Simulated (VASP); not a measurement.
Wanted: the native input for a VASP 6.6.1 run.

```
Task                   : single point
Functional             : PBE
Potentials or basis    : VASP PAW PBE potentials, release 64 (B)
Cutoff                 : 520 eV
k mesh                 : 8 × 8 × 12
Occupations            : gaussian, width 0.1 eV
Spin                   : no spin polarisation
Dipole correction      : no
Further INCAR settings : ALGO = Normal; EDIFF = 1e-06; NBANDS = 22
```

The structure of B lies in POSCAR:

```
B
1.0
    5.2543248092      0.0000000000      0.0000000000
    0.0000000000      4.5098109932      0.0000000000
    0.0000000000      0.0000000000      3.0284887986
B
8
Direct
    0.4163497174      0.0000000000      0.7491409316
    0.0836502826      0.0000000000      0.7491409316
    0.5836502826      0.0000000000      0.2508590684
    0.9163497174      0.0000000000      0.2508590684
    0.0000000000      0.3217839388      0.0000000000
    0.5000000000      0.6782160612      0.0000000000
    0.0000000000      0.6782160612      0.0000000000
    0.5000000000      0.3217839388      0.0000000000
```

The cell was generated, and may not be a known phase.

The input as run:

INCAR

```
SYSTEM = B
  PREC = Accurate
  ENCUT = 520
  EDIFF = 1E-6
  ISMEAR = 0
  SIGMA = 0.1
  LREAL = .FALSE.
  LASPH = .TRUE.
  NELM = 100
  ALGO = Normal
  ISIF = 2
  LWAVE = .FALSE.
  LCHARG = .FALSE.
  GGA = PE
  NBANDS = 22
```

KPOINTS

```
regular mesh
0
G
  8 8 12
  0 0 0
```

Potentials or basis: VASP PAW PBE potentials, release 64 (B).

Run with:

```console
$ cat potpaw_PBE.64/B/POTCAR > POTCAR
$ mpirun -np 1 vasp_std > vasp.out
```

Results of the run:

```json
{
  "Pressure": "0.0 GPa",
  "Largest force": "0.012 eV/Å",
  "Band gap on the k mesh": "zero (bands 12 and 13 overlap by 3.23 eV)"
}
```

Wall time 5 min on 1 thread of AMD EPYC 7R13 (shared host), peak memory 0.3 GiB.
